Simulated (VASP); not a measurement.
Set up this calculation in VASP 6.6.1, as the native input.

```yaml
Task: single point
Functional: PBE
Potentials_or_basis: VASP PAW PBE potentials, release 64 (B, N)
Cutoff: 520 eV
k_mesh: 12 × 12 × 6
Occupations: gaussian, width 0.05 eV
Spin: no spin polarisation
Dipole_correction: no
Further_INCAR_settings: ALGO = Normal; EDIFF = 1e-06; NBANDS = 16
```

The structure of BN lies in POSCAR:

```
BN
1.0
    2.5539396017      0.0000000000      0.0000000000
   -1.2769698009      2.2117765748      0.0000000000
    0.0000000000      0.0000000000      4.2268550000
B N
2 2
Direct
    0.6666666667      0.3333333333      0.9997240000
    0.3333333333      0.6666666667      0.4997240000
    0.6666666667      0.3333333333      0.6873789110
    0.3333333333      0.6666666667      0.1873789110
```

This cell differs from its parent crystal: all N atoms moved +0.263 Å, as atom 3 along Cartesian [0 0 1].

One way to write it, as run:

INCAR

```
PREC     = Accurate       # precision mode
ENCUT    = 520            # plane-wave cutoff, eV
EDIFF    = 1E-6           # SCF threshold, eV
ISMEAR   = 0              # smearing method
SIGMA    = 0.05           # smearing width, eV
LREAL    = False          # projectors in reciprocal space
LASPH    = True           # aspherical terms in the spheres
NELM     = 60             # most SCF steps
ALGO     = Normal         # electronic algorithm
ISIF     = 2              # what is computed and relaxed
LWAVE    = False          # write WAVECAR
LCHARG   = False          # write CHGCAR
GGA      = PE             # functional
NBANDS   = 16             # bands
```

KPOINTS

```
Automatic mesh
0
Gamma
  12 12 6
```

Potentials or basis: VASP PAW PBE potentials, release 64 (B, N).

Launch:

```sh
$ cat potpaw_PBE.64/B/POTCAR potpaw_PBE.64/N/POTCAR > POTCAR
$ mpirun -np 1 vasp_std > vasp.out
```

Results of the run:

| Quantity | Value |
| --- | --- |
| Pressure | 25.8 GPa |
| Largest force | 9.711 eV/Å |
| Band gap on the k mesh | 1.35 eV, indirect (least direct gap 5.43 eV) |

Caveat: the cell differs from its parent crystal (all N atoms moved +0.263 Å, as atom 3 along Cartesian [0 0 1]); forces of over 1 eV/Å act on the atoms, so gaps and moduli don't describe the material at rest.

Wall time 15 s on 1 thread of Intel(R) Xeon(R) Platinum 8488C (Sapphire Rapids) (shared host), peak memory 0.14 GiB.
